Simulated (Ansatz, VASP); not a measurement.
**KF in VASP and in Ansatz**

```xyz
2
Lattice="0.0000 2.7105 2.3040 2.8054 0.0000 2.3040 2.8054 2.7105 0.0000" Properties=species:S:1:pos:R:3 pbc="T T T"
K     0.0000    0.0000    0.0000
F     2.8054    2.7105    2.3040
```

Change from the starting cell: normal strain along x +0.0350, normal strain along z -0.1500.

Alike in both runs: task single point; functional PBE; k mesh 8 × 8 × 8; occupations gaussian, width 0.05 eV; no spin polarisation.

|  | VASP | Ansatz |
| --- | --- | --- |
| version | VASP 6.6.1 | Ansatz 0.2.0 |
| potentials or method | VASP PAW PBE potentials, release 64 (K_sv, F), cutoff 520 eV | scalar-relativistic, plane waves, PAW |
| valence electrons in the cell | 16 | 16 |

```tsv
	VASP	Ansatz	Ansatz less VASP
gap on the k mesh at the Fermi level (eV)	5.93	5.95	+0.021
least direct gap on the mesh (eV)	5.94	5.97	+0.023
pressure (GPa)	9.7	9.5	-0.29
traceless stress, the component that is largest in VASP (GPa)	16.20	15.59	-0.603
```
